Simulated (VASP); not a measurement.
# GaAs in VASP: single point with PBE

Aim: the single point of GaAs with PBE.

Program: VASP 6.6.1. These are calculated values, not measurements. Logs are shortened: lines on timing, memory, paths and dates and some standing lists are left out, and cuts for length are marked.

### Step 1. The cell of the first run

The cell holds a slab with vacuum, 8 atoms: a = 3.998 Å, b = 3.998 Å, c = 25.609 Å, α = 90.00°, β = 90.00°, γ = 120.00°.

### Step 2. Single point, PBE

Contents of INCAR:

```
PREC = Accurate
ENCUT = 520
EDIFF = 1E-6
ISMEAR = -1
SIGMA = 0.05
LREAL = F
LASPH = T
NELM = 80
ALGO = Normal
ISIF = 2
LWAVE = F
LCHARG = F
LDIPOL = T
IDIPOL = 3
DIPOL = 0.5 0.5 0.500
GGA = PE
NBANDS = 46
```

Contents of KPOINTS:

```
Automatic mesh
0
Gamma
  8 8 1
```

Contents of POSCAR:

```
GaAs
1.0
    3.9977696088      0.0000000000      0.0000000000
   -1.9988848044      3.4621700397      0.0000000000
    0.0000000000      0.0000000000     25.6085369550
As Ga
4 4
Direct
    0.0000000000      0.0000000000      0.2928710849
    0.3333333333      0.6666666667      0.4203350326
    0.6666666667      0.3333333333      0.5477989804
    0.0000000000      0.0000000000      0.6752629282
    0.3333333333      0.6666666667      0.3247370718
    0.6666666667      0.3333333333      0.4522010196
    0.0000000000      0.0000000000      0.5796649674
    0.3333333333      0.6666666667      0.7071289151
```

Potentials or basis: VASP PAW PBE potentials, release 64 (As, Ga_d).

The run is started by

```
cat potpaw_PBE.64/As/POTCAR potpaw_PBE.64/Ga_d/POTCAR > POTCAR
mpirun -np 1 vasp_std > vasp.out
```

OUTCAR:

```text
PREC = Accurate
   ENCUT = 520
   EDIFF = 1E-6
   ISMEAR = -1
   LREAL = F
   LASPH = T
   NELM = 80
   ISIF = 2
   GGA = PE

 ion  position               nearest neighbor table
   1  0.000  0.000  0.293-   5 2.45   5 2.45   5 2.45
   2  0.333  0.667  0.420-   5 2.45   6 2.45   6 2.45   6 2.45
   3  0.667  0.333  0.548-   6 2.45   7 2.45   7 2.45   7 2.45
   4  0.000  0.000  0.675-   7 2.45   8 2.45   8 2.45   8 2.45
   5  0.333  0.667  0.325-   2 2.45   1 2.45   1 2.45   1 2.45
   6  0.667  0.333  0.452-   3 2.45   2 2.45   2 2.45   2 2.45
   7  0.000  0.000  0.580-   4 2.45   3 2.45   3 2.45   3 2.45
   8  0.333  0.667  0.707-   4 2.45   4 2.45   4 2.45

  LATTYP: Found a hexagonal cell.
 ALAT       =     3.9977696088
 C/A-ratio  =     6.4057060463

  Lattice vectors:

 A1 = (   3.9977696088,   0.0000000000,   0.0000000000)
 A2 = (  -1.9988848044,   3.4621700397,   0.0000000000)
 A3 = (   0.0000000000,   0.0000000000,  25.6085369550)

Analysis of symmetry for initial positions (statically):
=====================================================================
 Subroutine PRICEL returns:
 Original cell was already a primitive cell.

 Routine SETGRP: Setting up the symmetry group for a
 hexagonal supercell.

 Subroutine GETGRP returns: Found  6 space group operations
 (whereof  6 operations were pure point group operations)
 out of a pool of 24 trial point group operations.

The static configuration has the point symmetry C_3v.

Analysis of symmetry for dynamics (positions and initial velocities):
=====================================================================
 Subroutine PRICEL returns:
 Original cell was already a primitive cell.

 Routine SETGRP: Setting up the symmetry group for a
 hexagonal supercell.

 Subroutine GETGRP returns: Found  6 space group operations
 (whereof  6 operations were pure point group operations)
 out of a pool of 24 trial point group operations.

The dynamic configuration has the point symmetry C_3v.

 Subroutine INISYM returns: Found  6 space group operations
 (whereof  6 operations are pure point group operations),
 and found     1 'primitive' translations

----------------------------------------------------------------------------------------

                                     Primitive cell

  volume of cell :     354.4467

  direct lattice vectors                    reciprocal lattice vectors
     3.997769609  0.000000000  0.000000000     0.250139477  0.144418095  0.000000000
    -1.998884804  3.462170040  0.000000000     0.000000000  0.288836189  0.000000000
     0.000000000  0.000000000 25.608536955     0.000000000  0.000000000  0.039049478

  length of vectors
     3.997769609  3.997769609 25.608536955     0.288836189  0.288836189  0.039049478

  position of ions in fractional coordinates (direct lattice)
     0.000000000  0.000000000  0.292871085
     0.333333333  0.666666667  0.420335033
     0.666666667  0.333333333  0.547798980
     0.000000000  0.000000000  0.675262928
     0.333333333  0.666666667  0.324737072
     0.666666667  0.333333333  0.452201020
     0.000000000  0.000000000  0.579664967
     0.333333333  0.666666667  0.707128915

  ion indices of the primitive-cell ions
   primitive index   ion index
                 1           1
                 2           2
                 3           3
                 4           4
                 5           5
                 6           6
                 7           7
                 8           8

----------------------------------------------------------------------------------------

 KPOINTS: Automatic mesh

Automatic generation of k-mesh.
 Grid dimensions read from file:
 generate k-points for:    8    8    1

 Generating k-lattice:

  Cartesian coordinates                     Fractional coordinates (reciprocal lattice)
     0.031267435  0.018052262  0.000000000     0.125000000  0.000000000  0.000000000
     0.000000000  0.036104524  0.000000000     0.000000000  0.125000000  0.000000000
     0.000000000  0.000000000  0.039049478     0.000000000  0.000000000  1.000000000

  Length of vectors
     0.036104524  0.036104524  0.039049478

  Shift w.r.t. Gamma in fractional coordinates (k-lattice)
     0.000000000  0.000000000  0.000000000

 Subroutine IBZKPT returns following result:
 ===========================================

 Found     10 irreducible k-points:

 Following reciprocal coordinates:
            Coordinates               Weight
  0.000000  0.000000  0.000000      1.000000
  0.125000  0.000000  0.000000      6.000000
  0.250000  0.000000  0.000000      6.000000
  0.375000  0.000000  0.000000      6.000000
  0.500000  0.000000  0.000000      3.000000
  0.125000  0.125000  0.000000      6.000000
  0.250000  0.125000  0.000000     12.000000
  0.375000  0.125000  0.000000     12.000000
  0.250000  0.250000  0.000000      6.000000
  0.375000  0.250000  0.000000      6.000000
   k-points           NKPTS =     10   k-points in BZ     NKDIM =     10   number of bands    NBANDS=     46
   number of dos      NEDOS =    301   number of ions     NIONS =      8
   total plane-waves  NPLWV = 172800
   dimension x,y,z NGX =    30 NGY =   30 NGZ =  192
   dimension x,y,z NGXF=    60 NGYF=   60 NGZF=  384
   ions per type =               4   4
   NGX,Y,Z   is equivalent  to a cutoff of  12.48, 12.48, 12.46 a.u.
   NGXF,Y,Z  is equivalent  to a cutoff of  24.95, 24.95, 24.93 a.u.
 SYSTEM =  unknown system
   PREC   = accura    normal or accurate (medium, high low for compatibility)
   ISTART =      0    job   : 0-new  1-cont  2-samecut
   ICHARG =      2    charge: 1-file 2-atom 10-const
   ISPIN  =      1    spin polarized calculation?
   LNONCOLLINEAR =      F non collinear calculations
   LSORBIT =      F    spin-orbit coupling
   LASPH  =      T    aspherical Exc in radial PAW
   ENCUT  =  520.0 eV  38.22 Ry    6.18 a.u.   7.43  7.43 47.61*2*pi/ulx,y,z
   NELM   =     80;   NELMIN=  2; NELMDL= -5     # of ELM steps
   EDIFF  = 0.1E-05   stopping-criterion for ELM
   LREAL  =      F    real-space projection
   EDIFFG = 0.1E-04   stopping-criterion for IOM
   NSW    =      0    number of steps for IOM
   IBRION =     -1    ionic relax: 0-MD 1-quasi-New 2-CG
   NFREE  =      0    steps in history (QN), initial steepest desc. (CG)
   ISIF   =      2    stress and relaxation
   ISYM   =      2    0-nonsym 1-usesym 2-fastsym
   POTIM  = 0.5000    time-step for ionic-motion
   TEBEG  =    0.0;   TEEND  =   0.0 temperature during run
   PSTRESS=    0.0 pullay stress
   NELECT =      72.0000    total number of electrons
   NUPDOWN=      -1.0000    fix difference up-down
   EMIN   =  10.00;   EMAX   =-10.00  energy-range for DOS
   EFERMI =   0.00;   METHOD = LEGACY
   ISMEAR =    -1;   SIGMA  =   0.05  broadening in eV -4-tet -1-fermi 0-gaus
   EFERMI_NEDOS =   21; number of points for ismear=-14 and -15
   IALGO  =     38    algorithm
   IMIX   =      4    mixing-type and parameters
     AMIX     =   0.40;   BMIX     =  1.00
     AMIX_MAG =   1.60;   BMIX_MAG =  1.00
  volume/ion in A,a.u.               =      44.31       298.99
  Fermi-wavevector in a.u.,A,eV,Ry     =   0.962355  1.818587 12.600728  0.926127
  Thomas-Fermi vector in A             =   2.091807
   LORBIT       =      0    0 simple, 1 ext, 2 COOP (PROOUT), +10 PAW based schemes
   GGA     = PE    functional components
   LHFCALC =     F    Hartree Fock is set to
   AEXX    =    0.0000 exact exchange contribution
   IVDW    =     0    specifies the selected vdW correction
   LEPSILON=     F    determine dielectric tensor
   LRPA    =     F    only Hartree local field effects (RPA)
 non-spin polarized calculation
  energy-cutoff  :      520.00
  volume of cell :      354.45
 maximum number of plane-waves:      9629
 NGX is ok and might be reduce to    30
   NGX = 15   NGY = 15   NGZ = 95

 number of electron      71.9999976 magnetization

 dipolmoment           0.000000      0.000000     -0.156810 electrons x Angstroem

 Free energy of the ion-electron system (eV)
  ---------------------------------------------------
  ext. energy  EPLUGINS =         0.00000000
  ---------------------------------------------------
  free energy    TOTEN  =       -31.01233733 eV

  energy without entropy =      -30.96096893  energy(sigma->0) =      -30.98665313

 E-fermi :  -0.2602     XC(G=0):  -5.4613

 val. band max:       -0.3372152601   @ k =   0.1250   0.1250   0.0000
 cond. band min:      -0.2413740796   @ k =   0.3750   0.1250   0.0000
 fundamental gap:      0.0958411805
 Fermi energy:        -0.2602224827

 k-point     1 :       0.0000    0.0000    0.0000
  band No.  band energies     occupation
      1     -15.6547      2.00000
      2     -15.5975      2.00000
      3     -15.5975      2.00000
      4     -15.5687      2.00000
      5     -15.5376      2.00000
      6     -15.5376      2.00000
[... 38 lines left out ...]
     45       3.8394      0.00000
     46       3.8394      0.00000

 k-point     2 :       0.1250    0.0000    0.0000
  band No.  band energies     occupation
      1     -15.6594      2.00000
      2     -15.6013      2.00000
      3     -15.5962      2.00000
      4     -15.5634      2.00000
      5     -15.5388      2.00000
      6     -15.5344      2.00000
[... 38 lines left out ...]
     45       3.7194      0.00000
     46       4.0002      0.00000

 k-point     3 :       0.2500    0.0000    0.0000
  band No.  band energies     occupation
      1     -15.6754      2.00000
      2     -15.6008      2.00000
      3     -15.5939      2.00000
      4     -15.5597      2.00000
      5     -15.5418      2.00000
      6     -15.5257      2.00000
[... 332 lines left out ...]
     45       4.8463      0.00000
     46       5.0300      0.00000

 k-point    10 :       0.3750    0.2500    0.0000
  band No.  band energies     occupation
      1     -15.6998      2.00000
      2     -15.5973      2.00000
      3     -15.5902      2.00000
      4     -15.5657      2.00000
      5     -15.5415      2.00000
      6     -15.5181      2.00000
[... 38 lines left out ...]
     45       5.0684      0.00000
     46       5.2583      0.00000

------------------------ aborting loop because EDIFF is reached ----------------------------------------

 vacuum level on the upper side and lower side of the slab       (xc-potential included)        -1.135         0.848

  FORCE on cell =-STRESS in cart. coord.  units (eV):
  Direction    XX          YY          ZZ          XY          YZ          ZX
  --------------------------------------------------------------------------------------
  -------------------------------------------------------------------------------------
  Total        3.0478745      3.0478745      5.3388936      0.0000000      0.0000000      0.0000000
  in kB       13.7770660     13.7770660     24.1329782      0.0000000      0.0000000      0.0000000
  external PRESSURE =      17.2290367 kB  Pullay stress =       0.0000000 kB

 VOLUME and BASIS-vectors are now :
 -----------------------------------------------------------------------------
  energy-cutoff  :      520.00
  volume of cell :      354.45
      direct lattice vectors                 reciprocal lattice vectors
     3.997769609  0.000000000  0.000000000     0.250139477  0.144418095  0.000000000
    -1.998884804  3.462170040  0.000000000     0.000000000  0.288836189  0.000000000
     0.000000000  0.000000000 25.608536955     0.000000000  0.000000000  0.039049478

 POSITION                                       TOTAL-FORCE (eV/Angst)
 -----------------------------------------------------------------------------------
      0.00000      0.00000      7.50000         0.000000     -0.000000     -0.381567
     -0.00000      2.30811     10.76417         0.000000     -0.000000      0.430582
      1.99888      1.15406     14.02833         0.000000     -0.000000      0.336347
      0.00000      0.00000     17.29250         0.000000     -0.000000      0.653886
     -0.00000      2.30811      8.31604         0.000000     -0.000000     -0.284743
      1.99888      1.15406     11.58021        -0.000000      0.000000     -0.327945
      0.00000      0.00000     14.84437         0.000000     -0.000000     -0.438696
     -0.00000      2.30811     18.10854        -0.000000     -0.000000      0.012136
 -----------------------------------------------------------------------------------
    total drift:                               -0.000005      0.000002     -0.000218

  FREE ENERGIE OF THE ION-ELECTRON SYSTEM (eV)
  ---------------------------------------------------
  free  energy   TOTEN  =       -31.0123373328 eV

  energy  without entropy=      -30.9609689273  energy(sigma->0) =      -30.98665313

 vacuum level on the upper side and lower side of the slab         3.362         5.382
```

Wall time 2.9 min (1 thread of Intel Xeon 6975P-C (Granite Rapids), shared host); peak memory 0.46 GiB.

What came out:

```
Free energy            : -31.0123 eV
Largest force          : 0.654 eV/Å
Band gap on the k mesh : zero (band 36 reaches 0.05 eV, above the bottom of band 37 at -0.24 eV)
```

Forces on the atoms (eV/Å):
```
As   0.000  0.000 -0.382
As   0.000  0.000  0.431
As   0.000  0.000  0.336
As   0.000  0.000  0.654
Ga   0.000  0.000 -0.285
Ga   0.000  0.000 -0.328
Ga   0.000  0.000 -0.439
Ga   0.000  0.000  0.012
```
